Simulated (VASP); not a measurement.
Write the native input for VASP 6.6.1 that does the following.

```
Task                   : single point
Functional             : PBEsol
Potentials or basis    : VASP PAW PBE potentials, release 64 (Al, As)
Cutoff                 : 500 eV
k mesh                 : 10 × 10 × 10
Occupations            : fermi-dirac, width 0.05 eV
Spin                   : no spin polarisation
Dipole correction      : no
Further INCAR settings : ALGO = Normal; EDIFF = 1e-06; NBANDS = 11
```

The structure of AlAs lies in POSCAR:

```
AlAs
1.0
    0.0000000000      2.7726205221      2.7726205221
    2.7726205221      0.0000000000      2.7726205221
    2.7726205221      2.7726205221      0.0000000000
Al As
1 1
Direct
    0.0000000000      0.0000000000      0.0000000000
    0.7500000000      0.7500000000      0.7500000000
```

This cell differs from its parent crystal: volume scaled by 0.94.

These files were run (other wordings do the same):

INCAR

```
PREC = Accurate
ENCUT = 500
EDIFF = 1E-6
ISMEAR = -1
SIGMA = 0.05
LREAL = F
LASPH = T
NELM = 120
ALGO = Normal
ISIF = 2
LWAVE = F
LCHARG = F
GGA = PS
NBANDS = 11
GGA_COMPAT = F
```

KPOINTS

```
regular mesh
0
Gamma
  10 10 10
```

Potentials or basis: VASP PAW PBE potentials, release 64 (Al, As).

The run is started by

```bash
$ cat potpaw_PBE.64/Al/POTCAR potpaw_PBE.64/As/POTCAR > POTCAR
$ mpirun -np 1 vasp_std > vasp.out
```

It gave:

```yaml
Pressure: 6.2 GPa
Band_gap_on_the_k_mesh: 1.21 eV, indirect (least direct gap 2.47 eV)
```

Caveat: the PAW data sets were made with another functional, which shifts forces and pressure a little.

Run time: 9.9 s on 1 thread of Intel(R) Xeon(R) 6975P-C (Granite Rapids), on a shared host, peak memory 0.17 GiB.
